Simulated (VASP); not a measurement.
Wanted: the native input for a VASP 6.6.1 run.

* Task: density of states
* Functional: PBE
* Potentials or basis: VASP PAW PBE potentials, release 64 (Pb_d)
* Cutoff: 520 eV
* k mesh: 14 × 14 × 14
* Occupations: gaussian, width 0.1 eV
* Spin: no spin polarisation
* Dipole correction: no
* k mesh for the DOS: 21 × 21 × 21
* Occupations for the DOS: tetrahedron
* Further INCAR settings: ALGO = Normal; EDIFF = 1e-07

Pb:

```xyz
1
Lattice="0.0000 2.5210 2.5210 2.5210 0.0000 2.5210 2.5210 2.5210 0.0000" Properties=species:S:1:pos:R:3 pbc="T T T"
Pb    0.0000    0.0000    0.0000
```

The input as run:

POSCAR

```
Pb
1.0
    0.0000000000      2.5209979027      2.5209979027
    2.5209979027      0.0000000000      2.5209979027
    2.5209979027      2.5209979027      0.0000000000
Pb
1
Direct
    0.0000000000      0.0000000000      0.0000000000
```

INCAR.step1

```
PREC = Accurate ; ENCUT = 520
EDIFF = 1E-7 ; ISMEAR = 0
SIGMA = 0.1 ; LREAL = False
LASPH = True ; NELM = 60
ALGO = Normal ; ISIF = 2
LWAVE = False ; LCHARG = True
GGA = PE ; NBANDS = 13
```

KPOINTS.step1

```
Automatic mesh
0
Gamma
  14 14 14
```

INCAR.step2

```
PREC = Accurate ; ENCUT = 520
EDIFF = 1E-7 ; ISMEAR = -5
SIGMA = 0.1 ; LREAL = False
LASPH = True ; NELM = 60
ALGO = Normal ; ISIF = 2
LWAVE = False ; LCHARG = False
GGA = PE ; LORBIT = 11
NEDOS = 1001 ; ICHARG = 11
```

KPOINTS.step2

```
Automatic mesh
0
Gamma
  21 21 21
```

Potentials or basis: VASP PAW PBE potentials, release 64 (Pb_d).

Command:

```bash
$ cat potpaw_PBE.64/Pb_d/POTCAR > POTCAR
$ cp INCAR.step1 INCAR
$ cp KPOINTS.step1 KPOINTS
$ mpirun -np 1 vasp_std > vasp.out
$ cp INCAR.step2 INCAR
$ cp KPOINTS.step2 KPOINTS
$ mpirun -np 1 vasp_std > vasp.out
```

Results of the run:

- Valence electrons inside the program's atomic spheres: Pb 11.93

Caveat: spin-orbit coupling is left out, which moves the levels of the heavy elements.

Run time: 46 s on 1 thread of Intel(R) Xeon(R) 6975P-C (Granite Rapids), with other jobs on the host, peak memory 0.22 GiB.
